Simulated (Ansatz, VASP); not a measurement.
# Ta2Si2Ge: VASP beside Ansatz

```
Ta Si Ge
1.0
     3.62457    0.00000    0.00000
    -1.81228    3.13897    0.00000
     0.00000    0.00000    7.51905
Ta Si Ge
2 2 1
Direct
  0.33333 0.66667 0.23754
  0.33333 0.66667 0.76246
  0.66667 0.33333 0.34781
  0.66667 0.33333 0.65219
  0.33333 0.66667 0.00000
```

Alike in both runs: task single point; functional PBE; k mesh 6 × 6 × 2; occupations gaussian, width 0.1 eV; no spin polarisation.

```csv
,VASP,Ansatz
version,VASP 6.6.1,Ansatz 0.2.0
potentials or method,"VASP PAW PBE potentials, release 64 (Ta_pv, Si, Ge_d), cutoff 520 eV","scalar-relativistic, plane waves, PAW"
valence electrons in the cell,44,48
```

|  | VASP | Ansatz | Ansatz less VASP |
| --- | --- | --- | --- |
| gap on the k mesh at the Fermi level (eV) | none | none | - |
| rms of the force components (eV/Å) | 9.826 | 9.960 | +0.1334 |

Atom by atom the forces differ by 0.138 eV/Å (rms over components). A gap of «none» marks a metal or a gap that the smearing closes. With one functional, cell and mesh, what is left measures potentials, basis and numerics. VASP's potentials hold 44 valence electrons a cell and Ansatz's 48, so a difference there can come from the potentials and not from the codes.

The k mesh is coarse, so the values compare programs but aren't converged. Spin-orbit coupling is off throughout.
